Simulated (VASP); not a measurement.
A run of VASP 6.6.1 is set up as follows.

File INCAR:

```
SYSTEM = SiO2
ALGO = Normal ; EDIFF = 1E-8
ENCUT = 520 ; GGA = PE
ISIF = 2 ; ISMEAR = -1
LASPH = .TRUE. ; LCHARG = .FALSE.
LEFG = .TRUE. ; LREAL = .FALSE.
LWAVE = .FALSE. ; NBANDS = 44
NELM = 100 ; PREC = Accurate
SIGMA = 0.02
```

KPOINTS

```
k-points
0
G
  6 6 5
  0 0 0
```

The input POSCAR:

```
SiO2
1.0
    4.9727000000      0.0000000000      0.0000000000
    0.0000000000      4.9727000000      0.0000000000
    0.0000000000      0.0000000000      6.9257000000
Si O
4 8
Direct
    0.3007000000      0.3007000000      0.0000000000
    0.1993000000      0.8007000000      0.2500000000
    0.6993000000      0.6993000000      0.5000000000
    0.8007000000      0.1993000000      0.7500000000
    0.2390000000      0.1041000000      0.1787000000
    0.3959000000      0.7390000000      0.4287000000
    0.7610000000      0.8959000000      0.6787000000
    0.6041000000      0.2610000000      0.9287000000
    0.7390000000      0.3959000000      0.5713000000
    0.8959000000      0.7610000000      0.3213000000
    0.2610000000      0.6041000000      0.0713000000
    0.1041000000      0.2390000000      0.8213000000
```

Potentials or basis: VASP PAW PBE potentials, release 64 (Si, O).

Launch:

```sh
$ cat potpaw_PBE.64/Si/POTCAR potpaw_PBE.64/O/POTCAR > POTCAR
$ mpirun -np 1 vasp_std > vasp.out
```

(1) Predict the largest force.

(2) Predict the pressure.

Answers

(1) 0.478 eV/Å.

(2) 7.7 GPa.

Caveat: the cell stands under pressure; without QUAD_EFG the Cq values of the log hold for a quadrupole moment of 1 mb, not for the nuclei.
